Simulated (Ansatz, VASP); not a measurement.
**One calculation of Ir, two programs**

```
CELL_PARAMETERS angstrom
2.73697 0.00000 0.00000
-1.36848 2.37028 0.00000
1.36848 0.79009 2.23472
ATOMIC_POSITIONS crystal
Ir 0.00000 0.00000 0.00000
```

Alike in both runs: task single point; functional PBE; k mesh 15 × 15 × 15; occupations gaussian, width 0.1 eV; no spin polarisation.

|  | VASP | Ansatz |
| --- | --- | --- |
| version | VASP 6.6.1 | Ansatz 0.2.0 |
| potentials or method | VASP PAW PBE potentials, release 64 (Ir), cutoff 520 eV | scalar-relativistic, plane waves, PAW |
| valence electrons in the cell | 9 | 17 |

```csv
,VASP,Ansatz,Ansatz less VASP
gap on the k mesh at the Fermi level (eV),none,none,-
pressure (GPa),0.4,-0.1,-0.49
```

A gap of «none» marks a metal or a gap that the smearing closes. With one functional, cell and mesh, what is left measures potentials, basis and numerics. VASP's potentials hold 9 valence electrons a cell and Ansatz's 17, so a difference there can come from the potentials and not from the codes.

Neither program's run includes spin-orbit coupling.
